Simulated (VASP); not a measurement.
# NiO: single point with b88 exchange, pbe correlation

Crystal: NiO.

```
Ni O
1.0
     0.00000    2.08590    2.08590
     2.08590    0.00000    2.08590
     2.08590    2.08590    0.00000
Ni O
1 1
Direct
  0.00000 0.00000 0.00000
  0.50000 0.50000 0.50000
```

```
Program             : VASP 6.6.1
Task                : single point
Functional          : b88 exchange, pbe correlation
Potentials or basis : VASP PAW PBE potentials, release 64 (Ni, O)
Cutoff              : 600 eV
k mesh              : 11 × 11 × 11
Occupations         : fermi-dirac, width 0.05 eV
Spin                : collinear spin, ferromagnetic start
Starting moments    : [1.0, 0.0] μB
```

| Property | Result |
| --- | --- |
| Pressure | 4.6 GPa |
| Net moment | 1.70 μB per cell |
| Site moments | Ni +1.40; O +0.25 μB |
| Valence electrons inside the program's atomic spheres | Ni 8.99; O 4.98 |

Levels at points of the mesh, in eV from the Fermi level:
Spin up:
```
           k point  band 5  band 6  band 7  band 8  band 9  band 10  band 11  band 12  band 13  band 14
(0.00, 0.00, 0.00)   -3.01   -3.01   -2.64   -2.64   -2.64     1.57    17.92    18.97    18.97    18.97
```
Spin down:
| k point | band 4 | band 5 | band 6 | band 7 | band 8 | band 9 | band 10 | band 11 |
| --- | --- | --- | --- | --- | --- | --- | --- | --- |
| (0.00, 0.00, 0.00) | -2.52 | -1.87 | -1.87 | -1.87 | -0.62 | -0.62 | 1.92 | 17.87 |

Run time: 95 s on 1 thread of Intel Xeon 8259CL (shared host), peak memory 0.17 GiB.

Caveat: the cell stands under pressure; the PAW data sets were made with another functional, which shifts forces and pressure a little; a cell with one magnetic atom can't hold antiferromagnetic order, which such compounds often take; semilocal functionals often make such compounds metallic where correlation or magnetic order opens a gap, which also shifts bond lengths.
